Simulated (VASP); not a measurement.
Set up this calculation in VASP 6.6.1, as the native input.

```
Task                   : single point
Functional             : PBE
Potentials or basis    : VASP PAW PBE potentials, release 64 (K_sv, I)
Cutoff                 : 520 eV
k mesh                 : 6 × 6 × 6
Occupations            : gaussian, width 0.05 eV
Spin                   : no spin polarisation
Dipole correction      : no
Further INCAR settings : ALGO = Normal; EDIFF = 1e-06; NBANDS = 15
```

The structure of KI lies in POSCAR:

```
KI
1.0
    0.0000000000      3.4915442646      3.5873258652
    3.4915442646      0.0000000000      3.5873258652
    3.4915442646      3.4915442646      0.0000000000
K I
1 1
Direct
   -0.0711393416     -0.0711393416      0.0711393416
    0.5219174889      0.5219174889      0.4780825111
```

One way to write it, as run:

INCAR

```
SYSTEM = KI
  PREC = Accurate
  ENCUT = 520
  EDIFF = 1E-6
  ISMEAR = 0
  SIGMA = 0.05
  LREAL = .False.
  LASPH = .True.
  NELM = 60
  ALGO = Normal
  ISIF = 2
  LWAVE = .False.
  LCHARG = .False.
  GGA = PE
  NBANDS = 15
```

KPOINTS

```
Automatic mesh
0
Gamma
  6 6 6
  0 0 0
```

Potentials or basis: VASP PAW PBE potentials, release 64 (K_sv, I).

Command:

```console
$ cat potpaw_PBE.64/K_sv/POTCAR potpaw_PBE.64/I/POTCAR > POTCAR
$ mpirun -np 1 vasp_std > vasp.out
```

It gave:

| Property | Result |
| --- | --- |
| Pressure | 2.7 GPa |
| Largest force | 1.428 eV/Å |
| Band gap on the k mesh | 4.07 eV, direct |

Caveat: spin-orbit coupling is left out, which moves the levels of the heavy elements; forces of over 1 eV/Å act on the atoms, so gaps and moduli don't describe the material at rest.

It took 66 s on 1 thread of AMD EPYC 7R13 Processor (Zen 3), on a shared host, peak memory 0.22 GiB.
